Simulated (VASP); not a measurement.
# KBr (Fm-3m) in VASP: single point with PBE

Aim: the single point of KBr with PBE.

Program: VASP 6.6.1. These are calculated values, not measurements. Logs are shortened: lines on timing, memory, paths and dates and some standing lists are left out, and cuts for length are marked.

## 1. The cell of the first run

The structure is cubic, space group Fm-3m (No. 225). Conventional cell: a = 6.589 Å, b = 6.589 Å, c = 6.589 Å, α = 90.00°, β = 90.00°, γ = 90.00°. Within 4.3 Å of K (site symmetry m-3m) lie 6 Br at 3.29 Å. Within 4.3 Å of Br (site symmetry m-3m) lie 6 K at 3.29 Å.

## 2. Single point, PBE

INCAR

```
SYSTEM = KBr
PREC = Accurate ; ENCUT = 500
EDIFF = 1E-6 ; ISMEAR = 0
SIGMA = 0.1 ; LREAL = .False.
LASPH = .True. ; NELM = 120
ALGO = Normal ; ISIF = 2
LWAVE = .False. ; LCHARG = .False.
GGA = PE ; NBANDS = 15
GGA_COMPAT = .False.
```

KPOINTS

```
regular mesh
0
Gamma
  6 6 6
  0 0 0
```

POSCAR

```
KBr
1.0
    0.0000000000      3.2945409700      3.2945409700
    3.2945409700      0.0000000000      3.2945409700
    3.2945409700      3.2945409700      0.0000000000
K Br
1 1
Direct
    0.0000000000      0.0000000000      0.0000000000
    0.5000000000      0.5000000000      0.5000000000
```

Potentials or basis: VASP PAW PBE potentials, release 64 (K_sv, Br).

Launch:

```sh
$ cat potpaw_PBE.64/K_sv/POTCAR potpaw_PBE.64/Br/POTCAR > POTCAR
$ mpirun -np 1 vasp_std > vasp.out
```

OUTCAR:

```text
SYSTEM = KBr
   PREC = Accurate
   ENCUT = 500
   EDIFF = 1E-6
   ISMEAR = 0
   LREAL = .False.
   LASPH = .True.
   NELM = 120
   ISIF = 2
   GGA = PE

 ion  position               nearest neighbor table
   1  0.000  0.000  0.000-   2 3.29   2 3.29   2 3.29   2 3.29   2 3.29   2 3.29
   2  0.500  0.500  0.500-   1 3.29   1 3.29   1 3.29   1 3.29   1 3.29   1 3.29

  LATTYP: Found a face centered cubic cell.
 ALAT       =     6.5890819400

  Lattice vectors:

 A1 = (   0.0000000000,   3.2945409700,   3.2945409700)
 A2 = (   3.2945409700,   0.0000000000,   3.2945409700)
 A3 = (   3.2945409700,   3.2945409700,   0.0000000000)

Analysis of symmetry for initial positions (statically):
=====================================================================
 Subroutine PRICEL returns:
 Original cell was already a primitive cell.

 Routine SETGRP: Setting up the symmetry group for a
 face centered cubic supercell.

 Subroutine GETGRP returns: Found 48 space group operations
 (whereof 48 operations were pure point group operations)
 out of a pool of 48 trial point group operations.

The static configuration has the point symmetry O_h .

Analysis of symmetry for dynamics (positions and initial velocities):
=====================================================================
 Subroutine PRICEL returns:
 Original cell was already a primitive cell.

 Routine SETGRP: Setting up the symmetry group for a
 face centered cubic supercell.

 Subroutine GETGRP returns: Found 48 space group operations
 (whereof 48 operations were pure point group operations)
 out of a pool of 48 trial point group operations.

The dynamic configuration has the point symmetry O_h .

 Subroutine INISYM returns: Found 48 space group operations
 (whereof 48 operations are pure point group operations),
 and found     1 'primitive' translations

----------------------------------------------------------------------------------------

                                     Primitive cell

  volume of cell :      71.5179

  direct lattice vectors                    reciprocal lattice vectors
     0.000000000  3.294540970  3.294540970    -0.151766211  0.151766211  0.151766211
     3.294540970  0.000000000  3.294540970     0.151766211 -0.151766211  0.151766211
     3.294540970  3.294540970  0.000000000     0.151766211  0.151766211 -0.151766211

  length of vectors
     4.659184522  4.659184522  4.659184522     0.262866788  0.262866788  0.262866788

  position of ions in fractional coordinates (direct lattice)
     0.000000000  0.000000000  0.000000000
     0.500000000  0.500000000  0.500000000

  ion indices of the primitive-cell ions
   primitive index   ion index
                 1           1
                 2           2
[... 77 lines left out ...]
   EFERMI =   0.00;   METHOD = LEGACY
   ISMEAR =     0;   SIGMA  =   0.10  broadening in eV -4-tet -1-fermi 0-gaus
   EFERMI_NEDOS =   21; number of points for ismear=-14 and -15
   IALGO  =     38    algorithm
   IMIX   =      4    mixing-type and parameters
     AMIX     =   0.40;   BMIX     =  1.00
     AMIX_MAG =   1.60;   BMIX_MAG =  1.00
  volume/ion in A,a.u.               =      35.76       241.31
  Fermi-wavevector in a.u.,A,eV,Ry     =   0.993825  1.878057 13.438313  0.987688
  Thomas-Fermi vector in A             =   2.125734
   LORBIT       =      0    0 simple, 1 ext, 2 COOP (PROOUT), +10 PAW based schemes
   GGA     = PE    functional components
   LHFCALC =     F    Hartree Fock is set to
   AEXX    =    0.0000 exact exchange contribution
   IVDW    =     0    specifies the selected vdW correction
   LEPSILON=     F    determine dielectric tensor
   LRPA    =     F    only Hartree local field effects (RPA)
 non-spin polarized calculation
 Gauss-broadening in eV      SIGMA  =   0.10
  energy-cutoff  :      500.00
  volume of cell :       71.52
 maximum number of plane-waves:      1837
 NGX is ok and might be reduce to    36
   NGX = 17   NGY = 17   NGZ = 17

 number of electron      15.9999998 magnetization

 Free energy of the ion-electron system (eV)
  ---------------------------------------------------
  ext. energy  EPLUGINS =         0.00000000
  ---------------------------------------------------
  free energy    TOTEN  =        -6.21319130 eV

  energy without entropy =       -6.21319130  energy(sigma->0) =       -6.21319130

 E-fermi :  -1.1736     XC(G=0):  -7.3905

 val. band max:       -1.7208508658   @ k =   0.0000   0.0000   0.0000
 cond. band min:       2.7263674058   @ k =   0.0000   0.0000   0.0000
 fundamental gap:      4.4472182716
 Fermi energy:        -1.1735542779

 k-point     1 :       0.0000    0.0000    0.0000
  band No.  band energies     occupation
      1     -29.4914      2.00000
      2     -14.0192      2.00000
      3     -12.9690      2.00000
      4     -12.9690      2.00000
      5     -12.9690      2.00000
      6      -1.7209      2.00000
      7      -1.7209      2.00000
      8      -1.7209      2.00000
      9       2.7264      0.00000
     10       5.8843      0.00000
     11       5.8843      0.00000
     12       5.8843      0.00000
     13       6.7106      0.00000
     14       6.7106      0.00000
[... 257 lines left out ...]
      2     -13.9952      2.00000
      3     -13.0472      2.00000
      4     -13.0194      2.00000
      5     -12.9032      2.00000
      6      -2.4332      2.00000
      7      -2.2014      2.00000
      8      -2.1723      2.00000
      9       4.8742      0.00000
     10       6.2218      0.00000
     11       6.5883      0.00000
     12       7.5394      0.00000
     13       8.2911      0.00000
     14       9.0885      0.00000
     15       9.6230      0.00000

------------------------ aborting loop because EDIFF is reached ----------------------------------------

  FORCE on cell =-STRESS in cart. coord.  units (eV):
  Direction    XX          YY          ZZ          XY          YZ          ZX
  --------------------------------------------------------------------------------------
  -------------------------------------------------------------------------------------
  Total        0.3739150      0.3739150      0.3739150     -0.0000000     -0.0000000      0.0000000
  in kB        8.3766175      8.3766175      8.3766175     -0.0000000     -0.0000000      0.0000000
  external PRESSURE =       8.3766175 kB  Pullay stress =       0.0000000 kB

 VOLUME and BASIS-vectors are now :
 -----------------------------------------------------------------------------
  energy-cutoff  :      500.00
  volume of cell :       71.52
      direct lattice vectors                 reciprocal lattice vectors
     0.000000000  3.294540970  3.294540970    -0.151766211  0.151766211  0.151766211
     3.294540970  0.000000000  3.294540970     0.151766211 -0.151766211  0.151766211
     3.294540970  3.294540970  0.000000000     0.151766211  0.151766211 -0.151766211

 POSITION                                       TOTAL-FORCE (eV/Angst)
 -----------------------------------------------------------------------------------
      0.00000      0.00000      0.00000        -0.000000     -0.000000      0.000000
      3.29454      3.29454      3.29454         0.000000      0.000000     -0.000000
 -----------------------------------------------------------------------------------
    total drift:                                0.000000      0.000000      0.000000

  FREE ENERGIE OF THE ION-ELECTRON SYSTEM (eV)
  ---------------------------------------------------
  free  energy   TOTEN  =        -6.2131913014 eV

  energy  without entropy=       -6.2131913014  energy(sigma->0) =       -6.21319130
```

OSZICAR:

```text
N       E                     dE             d eps       ncg     rms          rms(c)
DAV:   1     0.949936671860E+02    0.94994E+02   -0.65498E+03   480   0.900E+02
DAV:   2    -0.502588335776E+00   -0.95496E+02   -0.88140E+02   627   0.224E+02
DAV:   3    -0.614758487978E+01   -0.56450E+01   -0.56179E+01   669   0.477E+01
DAV:   4    -0.638296303309E+01   -0.23538E+00   -0.23535E+00   721   0.828E+00
DAV:   5    -0.638482606879E+01   -0.18630E-02   -0.18630E-02   683   0.847E-01    0.314E+00
DAV:   6    -0.621424617627E+01    0.17058E+00   -0.21575E-01   578   0.224E+00    0.230E+00
DAV:   7    -0.620324599443E+01    0.11000E-01   -0.10665E-01   648   0.176E+00    0.103E+00
DAV:   8    -0.621208886745E+01   -0.88429E-02   -0.11630E-02   539   0.786E-01    0.114E-01
DAV:   9    -0.621289745071E+01   -0.80858E-03   -0.82203E-04   620   0.175E-01    0.769E-02
DAV:  10    -0.621317167622E+01   -0.27423E-03   -0.27163E-04   516   0.953E-02    0.108E-02
DAV:  11    -0.621318956938E+01   -0.17893E-04   -0.26705E-05   608   0.296E-02    0.594E-03
DAV:  12    -0.621319120368E+01   -0.16343E-05   -0.41150E-06   500   0.132E-02    0.135E-03
DAV:  13    -0.621319130142E+01   -0.97736E-07   -0.10119E-07   527   0.183E-03
   1 F= -.62131913E+01 E0= -.62131913E+01  d E =-.768468E-16
```

stdout:

```text
POSCAR found type information on POSCAR K Br
 POSCAR found :  2 types and       2 ions
 scaLAPACK will be used
 LDA part: xc-table for (Slater+PW92), standard interpolation
 POSCAR, INCAR and KPOINTS ok, starting setup
 FFT: planning ... GRIDC
 FFT: planning ... GRID_SOFT
 FFT: planning ... GRID
 WAVECAR not read
 entering main loop
```

It took 18 s on 1 thread of Intel Xeon Platinum 8375C at 2.90GHz (Ice Lake), shared host; peak memory 0.2 GiB.

What came out:

```yaml
Free_energy: -6.2132 eV
Pressure: 0.8 GPa
Band_gap_on_the_k_mesh: 4.45 eV
```
